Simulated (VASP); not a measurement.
# ZnS (P6_3mc) in VASP: further runs, part 2 of 2

VASP 6.6.1. Earlier steps stand in the parts before.

## (4) Single point, r2SCAN (strain -0.015 along x and y, +0.000 along z)

POSCAR reads:

```
ZnS
1.0
    3.7516058615      0.0000000000      0.0000000000
   -1.8758029307      3.2489859810      0.0000000000
    0.0000000000      0.0000000000     12.4664651431
Zn S
4 4
Direct
    0.0000000000      0.0000000000      0.0001143924
    0.0000000000      0.0000000000      0.5001143924
    0.3333333333      0.6666666667      0.2500706174
    0.6666666667      0.3333333333      0.7500706174
    0.0000000000      0.0000000000      0.1872361436
    0.0000000000      0.0000000000      0.6872361436
    0.3333333333      0.6666666667      0.4375788466
    0.6666666667      0.3333333333      0.9375788466
```

INCAR.step1 reads:

```
SYSTEM = ZnS
PREC = Accurate ; ENCUT = 520
ISMEAR = 0 ; SIGMA = 0.05
LREAL = .False. ; LASPH = .True.
NELM = 100 ; NBANDS = 46
GGA = PE ; ALGO = Normal
EDIFF = 1E-4 ; LWAVE = .True.
LCHARG = .False.
```

INCAR.step2 reads:

```
SYSTEM = ZnS
PREC = Accurate ; ENCUT = 520
EDIFF = 1E-6 ; ISMEAR = 0
SIGMA = 0.05 ; LREAL = .False.
LASPH = .True. ; NELM = 100
ALGO = Normal ; ISIF = 2
LWAVE = .False. ; LCHARG = .True.
METAGGA = R2SCAN ; LMIXTAU = .True.
LELF = .True. ; LVHAR = .True.
NBANDS = 46 ; ISTART = 1
```

KPOINTS reads:

```
Automatic mesh
0
Gamma
  6 6 2
  0 0 0
```

Potentials or basis: VASP PAW PBE potentials, release 64 (Zn, S).

Run with:

```sh
cat potpaw_PBE.64/Zn/POTCAR potpaw_PBE.64/S/POTCAR > POTCAR
cp INCAR.step1 INCAR
mpirun -np 1 vasp_std > vasp.out
cp INCAR.step2 INCAR
mpirun -np 1 vasp_std > vasp.out
```

OUTCAR:

```text
SYSTEM = ZnS
   PREC = Accurate
   ENCUT = 520
   EDIFF = 1E-6
   ISMEAR = 0
   LREAL = .False.
   LASPH = .True.
   NELM = 100
   ISIF = 2
   METAGGA = R2SCAN
   ISTART = 1

 ion  position               nearest neighbor table
   1  0.000  0.000  0.000-   8 2.30   8 2.30   8 2.30   5 2.33
   2  0.000  0.000  0.500-   7 2.30   7 2.30   7 2.30   6 2.33
   3  0.333  0.667  0.250-   5 2.30   5 2.30   5 2.30   7 2.34
   4  0.667  0.333  0.750-   6 2.30   6 2.30   6 2.30   8 2.34
   5  0.000  0.000  0.187-   3 2.30   3 2.30   3 2.30   1 2.33
   6  0.000  0.000  0.687-   4 2.30   4 2.30   4 2.30   2 2.33
   7  0.333  0.667  0.438-   2 2.30   2 2.30   2 2.30   3 2.34
   8  0.667  0.333  0.938-   1 2.30   1 2.30   1 2.30   4 2.34

  LATTYP: Found a hexagonal cell.
 ALAT       =     3.7516058615
 C/A-ratio  =     3.3229677112

  Lattice vectors:

 A1 = (   3.7516058615,   0.0000000000,   0.0000000000)
 A2 = (  -1.8758029307,   3.2489859810,   0.0000000000)
 A3 = (   0.0000000000,   0.0000000000,  12.4664651431)

Analysis of symmetry for initial positions (statically):
[... 185 lines left out ...]
  band No.  band energies     occupation
      1     -11.7640      2.00000
      2     -11.3216      2.00000
      3     -11.3129      2.00000
      4     -10.7821      2.00000
      5      -4.4558      2.00000
      6      -4.4558      2.00000
[... 675 lines left out ...]
     45      10.4309      0.00000
     46      10.4309      0.00000

------------------------ aborting loop because EDIFF is reached ----------------------------------------

  FORCE on cell =-STRESS in cart. coord.  units (eV):
  Direction    XX          YY          ZZ          XY          YZ          ZX
  --------------------------------------------------------------------------------------
  -------------------------------------------------------------------------------------
  Total        3.1921219      3.1921219      0.9282890      0.0000000     -0.0000000      0.0000000
  in kB       33.6574867     33.6574867      9.7878075      0.0000000     -0.0000000      0.0000000
  external PRESSURE =      25.7009270 kB  Pullay stress =       0.0000000 kB

 VOLUME and BASIS-vectors are now :
 -----------------------------------------------------------------------------
  energy-cutoff  :      520.00
  volume of cell :      151.95
      direct lattice vectors                 reciprocal lattice vectors
     3.751605861  0.000000000  0.000000000     0.266552521  0.153894170  0.000000000
    -1.875802931  3.248985981  0.000000000     0.000000000  0.307788339  0.000000000
     0.000000000  0.000000000 12.466465143     0.000000000  0.000000000  0.080215200

 POSITION                                       TOTAL-FORCE (eV/Angst)
 -----------------------------------------------------------------------------------
      0.00000      0.00000      0.00143         0.000000     -0.000000      0.123334
      0.00000      0.00000      6.23466        -0.000000      0.000000      0.123334
     -0.00000      2.16599      3.11750         0.000000      0.000000      0.099260
      1.87580      1.08300      9.35073         0.000000     -0.000000      0.099260
      0.00000      0.00000      2.33417        -0.000000     -0.000000     -0.110492
      0.00000      0.00000      8.56741        -0.000000     -0.000000     -0.110492
     -0.00000      2.16599      5.45506        -0.000000     -0.000000     -0.112102
      1.87580      1.08300     11.68829        -0.000000     -0.000000     -0.112102
 -----------------------------------------------------------------------------------
    total drift:                               -0.000001     -0.000002     -0.042178

  FREE ENERGIE OF THE ION-ELECTRON SYSTEM (eV)
  ---------------------------------------------------
  free  energy   TOTEN  =       -75.4051463068 eV

  energy  without entropy=      -75.4051463068  energy(sigma->0) =      -75.40514631
```

OSZICAR.step1:

```text
N       E                     dE             d eps       ncg     rms          rms(c)
DAV:   1     0.603561807844E+03    0.60356E+03   -0.33537E+04  1288   0.191E+03
DAV:   2     0.552620004037E+02   -0.54830E+03   -0.52578E+03  1288   0.442E+02
DAV:   3    -0.249377395625E+02   -0.80200E+02   -0.78432E+02  1434   0.156E+02
DAV:   4    -0.288953401210E+02   -0.39576E+01   -0.39412E+01  1562   0.346E+01
DAV:   5    -0.289608948557E+02   -0.65555E-01   -0.65526E-01  1500   0.447E+00    0.149E+01
DAV:   6    -0.272037514385E+02    0.17571E+01   -0.36287E+00  1958   0.426E+01    0.114E+01
DAV:   7    -0.273333906879E+02   -0.12964E+00   -0.50494E+00  1438   0.886E+00    0.409E+00
DAV:   8    -0.272438229851E+02    0.89568E-01   -0.28230E-01  1620   0.438E+00    0.143E+00
DAV:   9    -0.272366702540E+02    0.71527E-02   -0.11374E-01  1644   0.258E+00    0.432E-01
DAV:  10    -0.272367958555E+02   -0.12560E-03   -0.41300E-03  1524   0.984E-01    0.263E-01
DAV:  11    -0.272370589945E+02   -0.26314E-03   -0.68065E-04  1506   0.464E-01    0.107E-01
DAV:  12    -0.272372504144E+02   -0.19142E-03   -0.34395E-04  1176   0.276E-01    0.656E-02
DAV:  13    -0.272372485922E+02    0.18222E-05   -0.58481E-05   794   0.686E-02
   1 F= -.27237249E+02 E0= -.27237249E+02  d E =-.572691E-13
```

It took 9.3 min on 1 thread of AMD EPYC 7R43 (Zen 3), shared host; peak memory 0.28 GiB.

Results:

| Quantity | Value |
| --- | --- |
| Free energy | -75.4051 eV |
| Pressure | 2.6 GPa |
| Largest force | 0.123 eV/Å |
| Band gap on the k mesh | 2.86 eV |

Forces in eV/Å, atoms in the order of the input:
```
Zn   0.000  0.000  0.123
Zn   0.000  0.000  0.123
Zn   0.000  0.000  0.099
Zn   0.000  0.000  0.099
S    0.000  0.000 -0.110
S    0.000  0.000 -0.110
S    0.000  0.000 -0.112
S    0.000  0.000 -0.112
```

Levels at points of the mesh, in eV from the valence-band top:
| k point | band 33 | band 34 | band 35 | band 36 | band 37 | band 38 | band 39 | band 40 |
| --- | --- | --- | --- | --- | --- | --- | --- | --- |
| (0.00, 0.00, 0.00) | -0.48 | -0.11 | 0.00 | 0.00 | 2.86 | 3.87 | 4.10 | 4.34 |
| (0.50, 0.00, 0.00) | -1.74 | -1.74 | -1.26 | -0.99 | 3.67 | 3.72 | 4.19 | 4.78 |
| (0.00, 0.00, 0.50) | -0.15 | -0.15 | -0.15 | -0.15 | 3.71 | 3.71 | 4.00 | 4.00 |
| (0.50, 0.00, 0.50) | -1.67 | -1.67 | -1.22 | -1.22 | 4.07 | 4.07 | 4.50 | 4.50 |

Caveat: the cell differs from its parent crystal (strain -0.015 along x and y, +0.000 along z); the PAW data sets were made with another functional, which shifts forces and pressure a little.

## (5) Single point, r2SCAN (strain -0.015 along x and y, +0.015 along z)

POSCAR: that of step 4 with these lines changed.

```diff
@@ -4,3 +4,3 @@
    -1.8758029307      3.2489859810      0.0000000000
-    0.0000000000      0.0000000000     12.4664651431
+    0.0000000000      0.0000000000     12.6534621202
 Zn S
```

INCAR.step1 reads:

```
PREC = Accurate
ENCUT = 520
ISMEAR = 0
SIGMA = 0.05
LREAL = F
LASPH = T
NELM = 100
NBANDS = 46
GGA = PE
ALGO = Normal
EDIFF = 1E-4
LWAVE = T
LCHARG = F
```

INCAR.step2 reads:

```
PREC = Accurate
ENCUT = 520
EDIFF = 1E-7
ISMEAR = 0
SIGMA = 0.05
LREAL = F
LASPH = T
NELM = 100
ALGO = Normal
ISIF = 2
LWAVE = F
LCHARG = T
METAGGA = R2SCAN
LMIXTAU = T
LELF = T
LVHAR = T
NBANDS = 46
ISTART = 1
```

KPOINTS reads:

```
Automatic mesh
0
Gamma
  6 6 2
```

Run with:

```sh
cat potpaw_PBE.64/Zn/POTCAR potpaw_PBE.64/S/POTCAR > POTCAR
cp INCAR.step1 INCAR
mpirun -np 1 vasp_std > vasp.out
cp INCAR.step2 INCAR
mpirun -np 1 vasp_std > vasp.out
```

It took 15 min on 1 thread of AMD EPYC 7R43 (Zen 3), shared host; peak memory 0.28 GiB.

It converged, with:

- Free energy: -75.3996 eV
- Pressure: 1.4 GPa
- Largest force: 0.182 eV/Å
- Band gap on the k mesh: 2.75 eV

Forces on the atoms (eV/Å):
```
Zn   0.000  0.000  0.182
Zn   0.000  0.000  0.182
Zn   0.000  0.000  0.176
Zn   0.000  0.000  0.176
S    0.000  0.000 -0.177
S    0.000  0.000 -0.177
S    0.000  0.000 -0.181
S    0.000  0.000 -0.181
```

Stress tensor (GPa, compression positive):
```
 2.85  0.00  0.00
 0.00  2.85  0.00
 0.00  0.00 -1.61
```

Levels at points of the mesh, in eV from the valence-band top:
```
           k point  band 32  band 33  band 34  band 35  band 36  band 37  band 38  band 39  band 40  band 41
(0.00, 0.00, 0.00)    -0.44    -0.44    -0.17     0.00     0.00     2.75     3.93     4.11     4.33     6.65
(0.50, 0.00, 0.00)    -1.81    -1.70    -1.69    -1.27    -0.99     3.63     3.68     4.22     4.79     5.26
(0.00, 0.00, 0.50)    -0.73    -0.14    -0.14    -0.14    -0.14     3.63     3.63     4.04     4.04     6.53
(0.50, 0.00, 0.50)    -2.13    -1.66    -1.66    -1.21    -1.21     4.08     4.08     4.45     4.45     4.93
```

Caveat: the cell differs from its parent crystal (strain -0.015 along x and y, +0.015 along z); the PAW data sets were made with another functional, which shifts forces and pressure a little.

## (6) Single point, r2SCAN (strain +0.000 along x and y, -0.015 along z)

POSCAR: that of step 5 with these lines changed.

```diff
@@ -2,5 +2,5 @@
 1.0
-    3.7516058615      0.0000000000      0.0000000000
-   -1.8758029307      3.2489859810      0.0000000000
-    0.0000000000      0.0000000000     12.6534621202
+    3.8087369152      0.0000000000      0.0000000000
+   -1.9043684576      3.2984629249      0.0000000000
+    0.0000000000      0.0000000000     12.2794681660
 Zn S
```

INCAR.step1 reads:

```
ALGO = Normal
EDIFF = 1E-4
ENCUT = 520
GGA = PE
ISMEAR = 0
LASPH = True
LCHARG = False
LREAL = False
LWAVE = True
NBANDS = 46
NELM = 60
PREC = Accurate
SIGMA = 0.05
```

INCAR.step2 reads:

```
ALGO = Normal
EDIFF = 1E-6
ENCUT = 520
ISIF = 2
ISMEAR = 0
ISTART = 1
LASPH = True
LCHARG = False
LMIXTAU = True
LREAL = False
LWAVE = False
METAGGA = R2SCAN
NBANDS = 46
NELM = 60
PREC = Accurate
SIGMA = 0.05
```

KPOINTS reads:

```
k-points
0
Gamma
  6 6 2
```

Potentials or basis: VASP PAW PBE potentials, release 64 (Zn, S).

Run with:

```sh
cat potpaw_PBE.64/Zn/POTCAR potpaw_PBE.64/S/POTCAR > POTCAR
cp INCAR.step1 INCAR
mpirun -np 1 vasp_std > vasp.out
cp INCAR.step2 INCAR
mpirun -np 1 vasp_std > vasp.out
```

It took 10 min on 1 thread of AMD EPYC 7R43 (Zen 3), shared host; peak memory 0.27 GiB.

The run converged. Its results:

```
Free energy            : -75.4309 eV
Pressure               : 1.3 GPa
Largest force          : 0.119 eV/Å
Band gap on the k mesh : 2.84 eV
```

Forces on the atoms (eV/Å):
```
Zn   0.000  0.000 -0.098
Zn   0.000  0.000 -0.098
Zn   0.000  0.000 -0.119
Zn   0.000  0.000 -0.119
S    0.000  0.000  0.106
S    0.000  0.000  0.106
S    0.000  0.000  0.110
S    0.000  0.000  0.110
```

Stress tensor (GPa, compression positive):
```
0.47 0.00 0.00
0.00 0.47 0.00
0.00 0.00 2.91
```

Levels at points of the mesh, in eV from the valence-band top:
```csv
k point,band 33,band 34,band 35,band 36,band 37,band 38,band 39,band 40
"(0.00, 0.00, 0.00)",-0.52,-0.01,-0.01,0.00,2.84,3.65,3.92,4.21
"(0.50, 0.00, 0.00)",-1.71,-1.62,-1.15,-0.91,3.76,3.77,4.15,4.75
"(0.00, 0.00, 0.50)",-0.17,-0.17,-0.17,-0.17,3.62,3.62,3.81,3.81
"(0.50, 0.00, 0.50)",-1.57,-1.57,-1.16,-1.16,4.06,4.06,4.53,4.53
```

Caveat: the cell differs from its parent crystal (strain +0.000 along x and y, -0.015 along z); the PAW data sets were made with another functional, which shifts forces and pressure a little.

## (7) Overview

```csv
cell,gap on the mesh (eV),pressure (GPa),largest force (eV/Å)
"a = 3.694, b = 3.694, c = 12.840 Å, angles 90.0, 90.0, 120.0°, 8 atoms",2.70,3.1,0.39
"a = 3.809, b = 3.809, c = 12.092 Å, angles 90.0, 90.0, 120.0°, 8 atoms",2.88,2.7,0.27
"a = 3.752, b = 3.752, c = 12.466 Å, angles 90.0, 90.0, 120.0°, 8 atoms",2.86,2.6,0.12
"a = 3.752, b = 3.752, c = 12.653 Å, angles 90.0, 90.0, 120.0°, 8 atoms",2.75,1.4,0.18
"a = 3.809, b = 3.809, c = 12.279 Å, angles 90.0, 90.0, 120.0°, 8 atoms",2.84,1.3,0.12
```

Alike in all rows: task single point; level r2SCAN; potentials or basis VASP PAW PBE potentials, release 64 (Zn, S); no spin polarisation; k mesh 6 × 6 × 2; cutoff (eV) 520; smearing gaussian 0.05 eV.

Caveats: the PAW data sets were made with another functional, which shifts forces and pressure a little; the stress differs along the axes, from -3 to 6 GPa (at least some runs); the stress differs along the axes, from 1 to 6 GPa (at least some runs).

Absolute energies hang on the potentials; compare differences alone.
